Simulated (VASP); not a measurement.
Input of a VASP 6.6.1 run:

The input INCAR:

```
PREC = Accurate
ENCUT = 500
EDIFF = 1E-8
ISMEAR = 0
SIGMA = 0.01
LREAL = F
LASPH = T
NELM = 120
ALGO = Normal
ISIF = 2
LWAVE = F
LCHARG = F
NBANDS = 16
IBRION = 8
NSW = 1
GGA_COMPAT = F
```

The input KPOINTS:

```
Automatic mesh
0
Gamma
  6 6 6
```

POSCAR

```
AgI
1.0
    3.0109727694      3.0109727694      0.0000000000
   -3.0109727694      3.0109727694      0.0000000000
    0.0000000000      3.0109727694      3.0109727694
Ag I
1 1
Direct
    0.0000000000      0.0000000000      0.0000000000
    0.7500000000      0.2500000000      0.5000000000
```

Potentials or basis: VASP PAW LDA potentials, release 64 (Ag, I).

Launch:

```console
$ cat potpaw_LDA.64/Ag/POTCAR potpaw_LDA.64/I/POTCAR > POTCAR
$ mpirun -np 1 vasp_std > vasp.out
```

**Question.** Estimate the highest phonon frequency at Γ, LO-TO splitting left out.

**Answer.** 169 cm⁻¹.

Phonon frequencies in cm⁻¹ (negative: imaginary):
```
              q point        frequencies
(0.000, 0.000, 0.000)  0 0 0 169 169 169
```

Caveat: the cell stands under pressure or tension, which shifts response properties.
